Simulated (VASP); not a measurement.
# Cr2GeN2 (R-3m) in VASP: further runs

The runs below take Cr2GeN2 through single point, with PBE, revPBE.

All numbers are computed with VASP 6.6.1; they aren't measurements. Logs are shortened: lines on timing, memory, paths and dates and some standing lists are left out, and cuts for length are marked.

## Step 1: The cell of the first run

The structure is trigonal, space group R-3m (No. 166). Conventional cell: a = 4.064 Å, b = 4.064 Å, c = 11.276 Å, α = 90.00°, β = 90.00°, γ = 120.00°. Cr (site symmetry 3m) has 4 N at 1.79 to 2.43 Å and 4 Ge at 2.55 to 2.64 Å and 3 Cr at 2.70 Å within 2.7 Å. Within 3.2 Å of Ge (site symmetry -3m) lie 6 N at 2.42 Å and 8 Cr at 2.55 to 2.64 Å. N (site symmetry 3m) has 4 Cr at 1.79 to 2.43 Å and 3 Ge at 2.42 Å and 4 N at 2.60 to 2.62 Å within 2.7 Å.

The cell was generated, and may not be a known phase.

## Step 2: Single point, PBE, collinear spin, ferromagnetic start

Contents of INCAR:

```
SYSTEM = Cr2GeN2
  ALGO = Normal
  EDIFF = 1E-6
  ENCUT = 600
  GGA = PE
  GGA_COMPAT = .False.
  ISIF = 2
  ISMEAR = 0
  ISPIN = 2
  LASPH = .True.
  LCHARG = .True.
  LELF = .True.
  LMAXMIX = 4
  LORBIT = 11
  LREAL = .False.
  LVHAR = .True.
  LWAVE = .False.
  MAGMOM = 3 3 0 0 0
  NBANDS = 36
  NELM = 200
  PREC = Accurate
  SIGMA = 0.1
```

Contents of KPOINTS:

```
k-points
0
Gamma
  6 6 6
  0 0 0
```

Contents of POSCAR:

```
Cr2GeN2
1.0
    2.0317540279      1.1730337364      3.7586143603
   -2.0317540279      1.1730337364      3.7586143603
    0.0000000000     -2.3460674685      3.7586143616
Cr Ge N
2 1 2
Direct
    0.7258882948      0.7258882948      0.7258882948
    0.2741117052      0.2741117052      0.2741117052
    0.5000000000      0.5000000000      0.5000000000
    0.8849057065      0.8849057065      0.8849057065
    0.1150942935      0.1150942935      0.1150942935
```

Potentials or basis: VASP PAW PBE potentials, release 64 (Cr_pv, Ge_d, N).

Command:

```bash
$ cat potpaw_PBE.64/Cr_pv/POTCAR potpaw_PBE.64/Ge_d/POTCAR potpaw_PBE.64/N/POTCAR > POTCAR
$ mpirun -np 1 vasp_std > vasp.out
```

OUTCAR:

```text
SYSTEM = Cr2GeN2
   EDIFF = 1E-6
   ENCUT = 600
   GGA = PE
   ISIF = 2
   ISMEAR = 0
   ISPIN = 2
   LASPH = .True.
   LORBIT = 11
   LREAL = .False.
   NELM = 200
   PREC = Accurate

 ion  position               nearest neighbor table
   1  0.726  0.726  0.726-   4 1.79   5 2.43   5 2.43   5 2.43   3 2.55   3 2.64   3 2.64   3 2.64
                             2 2.70   2 2.70   2 2.70
   2  0.274  0.274  0.274-   5 1.79   4 2.43   4 2.43   4 2.43   3 2.55   3 2.64   3 2.64   3 2.64
                             1 2.70   1 2.70   1 2.70
   3  0.500  0.500  0.500-   1 2.55   2 2.55   2 2.64   2 2.64   1 2.64   1 2.64   2 2.64   1 2.64

   4  0.885  0.885  0.885-   1 1.79   2 2.43   2 2.43   2 2.43
   5  0.115  0.115  0.115-   2 1.79   1 2.43   1 2.43   1 2.43

  LATTYP: Found a trigonal (rhomboedric) cell.
 ALAT       =     4.4307126386
 COS(alpha) =     0.5794427866

  Lattice vectors:

 A1 = (   2.0317540279,   1.1730337364,   3.7586143603)
 A2 = (  -2.0317540279,   1.1730337364,   3.7586143603)
 A3 = (   0.0000000000,  -2.3460674685,   3.7586143616)

Analysis of symmetry for initial positions (statically):
=====================================================================
 Subroutine PRICEL returns:
 Original cell was already a primitive cell.

 Routine SETGRP: Setting up the symmetry group for a
 trigonal (rhombohedral) supercell.

 Subroutine GETGRP returns: Found 12 space group operations
 (whereof 12 operations were pure point group operations)
 out of a pool of 12 trial point group operations.

The static configuration has the point symmetry D_3d.

Analysis of symmetry for dynamics (positions and initial velocities):
=====================================================================
 Subroutine PRICEL returns:
 Original cell was already a primitive cell.

 Routine SETGRP: Setting up the symmetry group for a
 trigonal (rhombohedral) supercell.

 Subroutine GETGRP returns: Found 12 space group operations
 (whereof 12 operations were pure point group operations)
 out of a pool of 12 trial point group operations.

The dynamic configuration has the point symmetry D_3d.

Analysis of structural, dynamic, and magnetic symmetry:
=====================================================================
 Subroutine PRICEL returns:
 Original cell was already a primitive cell.

 Routine SETGRP: Setting up the symmetry group for a
 trigonal (rhombohedral) supercell.

 Subroutine GETGRP returns: Found 12 space group operations
 (whereof 12 operations were pure point group operations)
 out of a pool of 12 trial point group operations.

The overall configuration has the point symmetry D_3d.

 Subroutine INISYM returns: Found 12 space group operations
 (whereof 12 operations are pure point group operations),
 and found     1 'primitive' translations

----------------------------------------------------------------------------------------

                                     Primitive cell

  volume of cell :      53.7478

  direct lattice vectors                    reciprocal lattice vectors
     2.031754028  1.173033736  3.758614360     0.246092781  0.142081734  0.088685165
    -2.031754028  1.173033736  3.758614360    -0.246092781  0.142081734  0.088685165
     0.000000000 -2.346067468  3.758614362     0.000000000 -0.284163467  0.088685165

  length of vectors
     4.430712639  4.430712639  4.430712639     0.297680927  0.297680927  0.297680927

  position of ions in fractional coordinates (direct lattice)
     0.725888295  0.725888295  0.725888295
     0.274111705  0.274111705  0.274111705
     0.500000000  0.500000000  0.500000000
     0.884905706  0.884905706  0.884905706
     0.115094294  0.115094294  0.115094294

  ion indices of the primitive-cell ions
   primitive index   ion index
                 1           1
                 2           2
                 3           3
                 4           4
                 5           5

[... 29 lines left out ...]
  0.166667  0.000000 -0.000000      6.000000
  0.333333 -0.000000  0.000000      6.000000
  0.500000 -0.000000 -0.000000      3.000000
  0.166667  0.166667 -0.000000      6.000000
  0.333333  0.166667 -0.000000     12.000000
[... 16 lines left out ...]
  0.500000  0.500000  0.166667      6.000000
 -0.333333  0.500000  0.166667     12.000000
 [... further k-points ...]
   k-points           NKPTS =     32   k-points in BZ     NKDIM =     32   number of bands    NBANDS=     36
   number of dos      NEDOS =    301   number of ions     NIONS =      5
   total plane-waves  NPLWV =  46656
   dimension x,y,z NGX =    36 NGY =   36 NGZ =   36
   dimension x,y,z NGXF=    72 NGYF=   72 NGZF=   72
   ions per type =               2   1   2
   NGX,Y,Z   is equivalent  to a cutoff of  13.51, 13.51, 13.51 a.u.
   NGXF,Y,Z  is equivalent  to a cutoff of  27.02, 27.02, 27.02 a.u.
 SYSTEM =  Cr2GeN2
   PREC   = accura    normal or accurate (medium, high low for compatibility)
[... 17 lines left out ...]
   TEBEG  =    0.0;   TEEND  =   0.0 temperature during run
   PSTRESS=    0.0 pullay stress
   NELECT =      48.0000    total number of electrons
   NUPDOWN=      -1.0000    fix difference up-down
   EMIN   =  10.00;   EMAX   =-10.00  energy-range for DOS
   EFERMI =   0.00;   METHOD = LEGACY
   ISMEAR =     0;   SIGMA  =   0.10  broadening in eV -4-tet -1-fermi 0-gaus
   EFERMI_NEDOS =   21; number of points for ismear=-14 and -15
   IALGO  =     38    algorithm
   IMIX   =      4    mixing-type and parameters
     AMIX     =   0.40;   BMIX     =  1.00
     AMIX_MAG =   1.60;   BMIX_MAG =  1.00
  volume/ion in A,a.u.               =      10.75        72.54
  Fermi-wavevector in a.u.,A,eV,Ry     =   1.576528  2.979206 33.816472  2.485441
  Thomas-Fermi vector in A             =   2.677347
   LORBIT       =     11    0 simple, 1 ext, 2 COOP (PROOUT), +10 PAW based schemes
   GGA     = PE    functional components
   LHFCALC =     F    Hartree Fock is set to
   AEXX    =    0.0000 exact exchange contribution
   IVDW    =     0    specifies the selected vdW correction
   LEPSILON=     F    determine dielectric tensor
   LRPA    =     F    only Hartree local field effects (RPA)
 spin polarized calculation
 Gauss-broadening in eV      SIGMA  =   0.10
  energy-cutoff  :      600.00
  volume of cell :       53.75
 maximum number of plane-waves:      1809
   NGX = 17   NGY = 17   NGZ = 17

 number of electron      48.0000001 magnetization      -0.0000269

 number of electron      48.0000001 magnetization       0.0001234

 Free energy of the ion-electron system (eV)
  ---------------------------------------------------
  ext. energy  EPLUGINS =         0.00000000
  ---------------------------------------------------
  free energy    TOTEN  =       -35.45470220 eV

  energy without entropy =      -35.43204393  energy(sigma->0) =      -35.44337307

 E-fermi :   8.9095     XC(G=0): -12.8132

 val. band max:        8.8859738165   @ k =   0.5000   0.3333   0.1667
 cond. band min:       8.9155648936   @ k =   0.5000   0.5000   0.3333
 fundamental gap:      0.0295910771
 Fermi energy:         8.9094709984

 spin component 1

 k-point     1 :       0.0000    0.0000    0.0000
  band No.  band energies     occupation
      1     -34.4976      1.00000
      2     -34.4041      1.00000
      3     -34.3156      1.00000
      4     -34.3156      1.00000
      5     -34.1795      1.00000
      6     -34.1795      1.00000
[... 925 lines left out ...]
     35      16.1683      0.00000
     36      16.3266      0.00000

 [... further k-points ...]

 spin component 2

 k-point     1 :       0.0000    0.0000    0.0000
  band No.  band energies     occupation
      1     -34.4976      1.00000
      2     -34.4041      1.00000
      3     -34.3155      1.00000
      4     -34.3155      1.00000
      5     -34.1795      1.00000
      6     -34.1795      1.00000
[... 925 lines left out ...]
     35      16.1684      0.00000
     36      16.3267      0.00000

 [... further k-points ...]

------------------------ aborting loop because EDIFF is reached ----------------------------------------

  FORCE on cell =-STRESS in cart. coord.  units (eV):
  Direction    XX          YY          ZZ          XY          YZ          ZX
  --------------------------------------------------------------------------------------
  -------------------------------------------------------------------------------------
  Total        0.0357353      0.0357353      0.2206584      0.0000000      0.0000000     -0.0000000
  in kB        1.0652384      1.0652384      6.5776431      0.0000000      0.0000000     -0.0000000
  external PRESSURE =       2.9027066 kB  Pullay stress =       0.0000000 kB

 VOLUME and BASIS-vectors are now :
 -----------------------------------------------------------------------------
  energy-cutoff  :      600.00
  volume of cell :       53.75
      direct lattice vectors                 reciprocal lattice vectors
     2.031754028  1.173033736  3.758614360     0.246092781  0.142081734  0.088685165
    -2.031754028  1.173033736  3.758614360    -0.246092781  0.142081734  0.088685165
     0.000000000 -2.346067468  3.758614362     0.000000000 -0.284163467  0.088685165

 POSITION                                       TOTAL-FORCE (eV/Angst)
 -----------------------------------------------------------------------------------
      0.00000      0.00000      8.18500         0.000000     -0.000000     -0.028893
      0.00000      0.00000      3.09084         0.000000      0.000000      0.028893
      0.00000      0.00000      5.63792        -0.000000     -0.000000     -0.000000
      0.00000      0.00000      9.97806         0.000000      0.000000      0.064026
      0.00000      0.00000      1.29779         0.000000     -0.000000     -0.064026
 -----------------------------------------------------------------------------------
    total drift:                               -0.000000      0.000000      0.000000

  FREE ENERGIE OF THE ION-ELECTRON SYSTEM (eV)
  ---------------------------------------------------
  free  energy   TOTEN  =       -35.4547022043 eV

  energy  without entropy=      -35.4320439283  energy(sigma->0) =      -35.44337307

 total charge

# of ion       s       p       d       tot
------------------------------------------
    1        0.338   6.307   4.289  10.933
    2        0.338   6.307   4.289  10.933
    3        1.192   1.081  10.125  12.398
    4        1.321   2.253   0.000   3.574
    5        1.321   2.253   0.000   3.574
--------------------------------------------------
tot          4.509  18.200  18.704  41.413

 magnetization (x)

# of ion       s       p       d       tot
------------------------------------------
    1        0.000   0.000   0.000   0.000
    2        0.000   0.000   0.000   0.000
    3       -0.000   0.000   0.000  -0.000
    4       -0.000  -0.000   0.000  -0.000
    5       -0.000  -0.000   0.000  -0.000
--------------------------------------------------
tot         -0.000  -0.000   0.000   0.000
```

It took 6.3 min on 1 thread of Oxide Virtual Turin-like, shared host; peak memory 0.28 GiB.

What came out:

```
Free energy                                           : -35.4547 eV
Pressure                                              : 0.3 GPa
Largest force                                         : 0.064 eV/Å
Band gap on the k mesh                                : zero (filled and empty bands overlap)
Net moment                                            : 0.00 μB per cell
Valence electrons inside the program's atomic spheres : Cr 10.93; Ge 12.40; N 3.57
```

Forces on the atoms (eV/Å):
```
Cr   0.000  0.000 -0.029
Cr   0.000  0.000  0.029
Ge   0.000  0.000  0.000
N    0.000  0.000  0.064
N    0.000  0.000 -0.064
```

Caveat: the moments typed at the start vanished in this run.

## Step 3: Single point, PBE

This run uses another cell than the first one, of 10.78 Å³/atom.

Contents of INCAR:

```
SYSTEM = Cr2GeN2
PREC     = Accurate       ! precision mode
ENCUT    = 600            ! plane-wave cutoff, eV
EDIFF    = 1E-6           ! SCF threshold, eV
ISMEAR   = 0              ! smearing method
SIGMA    = 0.1            ! smearing width, eV
LREAL    = .False.        ! projectors in reciprocal space
LASPH    = .True.         ! aspherical terms in the spheres
NELM     = 120            ! most SCF steps
ALGO     = Normal         ! electronic algorithm
ISIF     = 2              ! what is computed and relaxed
LWAVE    = .False.        ! write WAVECAR
LCHARG   = .False.        ! write CHGCAR
GGA      = PE             ! functional
NBANDS   = 32             ! bands
GGA_COMPAT= .False.
```

Contents of KPOINTS:

```
Automatic mesh
0
Gamma
  12 12 12
  0 0 0
```

Contents of POSCAR:

```
Cr2GeN2
1.0
    2.0346280006      1.1746930239      3.7595317552
   -2.0346280006      1.1746930239      3.7595317552
    0.0000000000     -2.3493860477      3.7595317552
Cr Ge N
2 1 2
Direct
    0.7261955617      0.7261955617      0.7261955617
    0.2738044383      0.2738044383      0.2738044383
    0.5000000000      0.5000000000      0.5000000000
    0.8846725924      0.8846725924      0.8846725924
    0.1153274076      0.1153274076      0.1153274076
```

Potentials or basis: VASP PAW PBE potentials, release 64 (Cr_pv, Ge_d, N).

Command:

```bash
$ cat potpaw_PBE.64/Cr_pv/POTCAR potpaw_PBE.64/Ge_d/POTCAR potpaw_PBE.64/N/POTCAR > POTCAR
$ mpirun -np 1 vasp_std > vasp.out
```

Wall time 11 min (1 thread of Oxide Virtual Turin-like, shared host); peak memory 0.45 GiB.

It converged, with:

- Free energy: -35.4459 eV
- Pressure: 0.0 GPa
- Largest force: 0.078 eV/Å
- Band gap on the k mesh: zero (bands 24 and 25 overlap by 1.28 eV)

Forces in eV/Å, atoms in the order of the input:
```
Cr   0.000  0.000 -0.067
Cr   0.000  0.000  0.067
Ge   0.000  0.000  0.000
N    0.000  0.000  0.078
N    0.000  0.000 -0.078
```

Stress tensor (GPa, compression positive):
```
-0.28  0.00  0.00
 0.00 -0.28  0.00
 0.00  0.00  0.50
```

Levels at points of the mesh, in eV from the Fermi level:
```csv
k point,band 21,band 22,band 23,band 24,band 25,band 26,band 27,band 28
"(0.00, 0.00, 0.00)",-2.01,-0.17,-0.17,0.61,0.61,0.81,0.81,1.54
"(0.50, 0.00, 0.00)",-1.79,-1.08,-1.06,-0.65,-0.44,1.02,1.09,1.17
"(0.50, 0.50, 0.00)",-1.66,-1.55,-0.43,-0.07,0.51,0.84,1.04,1.26
"(0.50, 0.50, 0.50)",-1.33,-1.33,-1.11,-1.11,-0.52,1.62,1.62,1.88
```

Caveat: the run has no spin polarisation, though such a crystal can be magnetic. Spin polarisation is off, so any magnetic state and its effect on volume and gap are missing.

## Step 4: Single point, PBE, collinear spin, ferromagnetic start

This run uses another cell than the first one, of 11.24 Å³/atom.

Contents of INCAR:

```
ALGO     = Normal         # electronic algorithm
EDIFF    = 1E-6           # SCF threshold, eV
ENCUT    = 600            # plane-wave cutoff, eV
GGA      = PE             # functional
GGA_COMPAT= F            
ISIF     = 2              # what is computed and relaxed
ISMEAR   = 0              # smearing method
ISPIN    = 2              # spin polarisation
LASPH    = T              # aspherical terms in the spheres
LCHARG   = F              # write CHGCAR
LMAXMIX  = 4              # l up to which the mixer works
LORBIT   = 11             # projections on sites
LREAL    = F              # projectors in reciprocal space
LWAVE    = F              # write WAVECAR
MAGMOM   = 3 3 0 0 0      # initial moments
NBANDS   = 36             # bands
NELM     = 200            # most SCF steps
PREC     = Accurate       # precision mode
SIGMA    = 0.1            # smearing width, eV
```

Contents of KPOINTS:

```
k-points
0
Gamma
  6 6 6
```

Contents of POSCAR:

```
Cr2GeN2
1.0
    1.9096696500      1.1025482900      4.4476253500
   -1.9096696500      1.1025482900      4.4476253500
    0.0000000000     -2.2050965700      4.4476253500
Cr Ge N
2 1 2
Direct
    0.6904364200      0.6904364200      0.6904364200
    0.3095635800      0.3095635800      0.3095635800
    0.5000000000      0.5000000000      0.5000000000
    0.8596535100      0.8596535100      0.8596535100
    0.1403464900      0.1403464900      0.1403464900
```

Command:

```bash
$ cat potpaw_PBE.64/Cr_pv/POTCAR potpaw_PBE.64/Ge_d/POTCAR potpaw_PBE.64/N/POTCAR > POTCAR
$ mpirun -np 1 vasp_std > vasp.out
```

Run time: 6 min. Hardware: 1 thread of Oxide Virtual Turin-like, shared host; peak memory 0.33 GiB.

It converged, with:

* Free energy: -32.9603 eV
* Pressure: -4.9 GPa
* Largest force: 2.453 eV/Å
* Band gap on the k mesh: zero (filled and empty bands overlap)
* Net moment: 0.00 μB per cell
* Valence electrons inside the program's atomic spheres: Cr 10.94; Ge 12.32; N 3.49

Forces in eV/Å, atoms in the order of the input:
```
Cr   0.000  0.000  2.453
Cr   0.000  0.000 -2.453
Ge   0.000  0.000  0.000
N    0.000  0.000  0.818
N    0.000  0.000 -0.818
```

Stress tensor (GPa, compression positive):
```
  0.28   0.00   0.00
  0.00   0.28   0.00
  0.00   0.00 -15.24
```

Levels at points of the mesh, in eV from the Fermi level:
Spin up:
```
           k point  band 22  band 23  band 24  band 25  band 26  band 27
(0.00, 0.00, 0.00)    -0.94    -0.94    -0.54    -0.54     0.46     0.46
(0.50, 0.00, 0.00)    -0.29    -0.27    -0.23     0.05     0.27     0.96
(0.50, 0.50, 0.00)    -1.10    -0.76     0.27     0.66     0.82     1.06
(0.50, 0.50, 0.50)    -1.78    -1.43    -0.83    -0.83     1.29     1.29
```
Spin down:
```tsv
k point	band 22	band 23	band 24	band 25	band 26	band 27
(0.00, 0.00, 0.00)	-0.94	-0.94	-0.54	-0.54	0.46	0.46
(0.50, 0.00, 0.00)	-0.29	-0.27	-0.23	0.05	0.27	0.96
(0.50, 0.50, 0.00)	-1.10	-0.76	0.27	0.66	0.82	1.06
(0.50, 0.50, 0.50)	-1.78	-1.43	-0.83	-0.83	1.29	1.29
```

Caveat: the stress differs along the axes, from -15 to 0 GPa; the moments typed at the start vanished in this run; forces of over 1 eV/Å act on the atoms, so gaps and moduli don't describe the material at rest. With open d or f shells a metallic result of PBE can be an artefact of self-interaction; +U or a hybrid may open a gap.

## Step 5: Single point, revPBE

This run uses another cell than the first one, of 11.18 Å³/atom.

Contents of INCAR:

```
SYSTEM = Cr2GeN2
ALGO = Normal
EDIFF = 1E-6
ENCUT = 600
GGA = RE
GGA_COMPAT = .False.
ISIF = 2
ISMEAR = 0
LASPH = .True.
LCHARG = .True.
LELF = .True.
LREAL = .False.
LVHAR = .True.
LWAVE = .False.
NBANDS = 32
NELM = 120
PREC = Accurate
SIGMA = 0.1
```

Contents of KPOINTS:

```
k-points
0
Gamma
  12 12 12
  0 0 0
```

Contents of POSCAR:

```
Cr2GeN2
1.0
    2.0702031109      1.1952323234      3.7641396258
   -2.0702031109      1.1952323234      3.7641396258
    0.0000000000     -2.3904646467      3.7641396258
Cr Ge N
2 1 2
Direct
    0.7275138179      0.7275138179      0.7275138179
    0.2724861821      0.2724861821      0.2724861821
    0.5000000000      0.5000000000      0.5000000000
    0.8836197891      0.8836197891      0.8836197891
    0.1163802109      0.1163802109      0.1163802109
```

Command:

```bash
$ cat potpaw_PBE.64/Cr_pv/POTCAR potpaw_PBE.64/Ge_d/POTCAR potpaw_PBE.64/N/POTCAR > POTCAR
$ mpirun -np 1 vasp_std > vasp.out
```

It took 11 min on 1 thread of Oxide Virtual Turin-like, shared host; peak memory 0.45 GiB.

It converged, with:

```yaml
Free_energy: -33.5682 eV
Pressure: 0.0 GPa
Largest_force: 0.079 eV/Å
Band_gap_on_the_k_mesh: zero (bands 24 and 25 overlap by 1.33 eV)
```

Forces in eV/Å, atoms in the order of the input:
```
Cr   0.000  0.000 -0.068
Cr   0.000  0.000  0.068
Ge   0.000  0.000  0.000
N    0.000  0.000  0.079
N    0.000  0.000 -0.079
```

Stress tensor (GPa, compression positive):
```
-0.26  0.00  0.00
 0.00 -0.26  0.00
 0.00  0.00  0.44
```

Levels at points of the mesh, in eV from the Fermi level:
```csv
k point,band 22,band 23,band 24,band 25,band 26,band 27
"(0.00, 0.00, 0.00)",-0.20,-0.20,0.64,0.64,0.79,0.79
"(0.50, 0.00, 0.00)",-1.07,-1.02,-0.69,-0.46,0.91,1.03
"(0.50, 0.50, 0.00)",-1.54,-0.40,0.09,0.44,0.85,0.90
"(0.50, 0.50, 0.50)",-1.24,-1.14,-1.14,-0.67,1.60,1.60
```

Caveat: the PAW data sets were made with another functional, which shifts forces and pressure a little; the run has no spin polarisation, though such a crystal can be magnetic.

The gap in the log of VASP goes by the Fermi energy; the results here count the filled bands.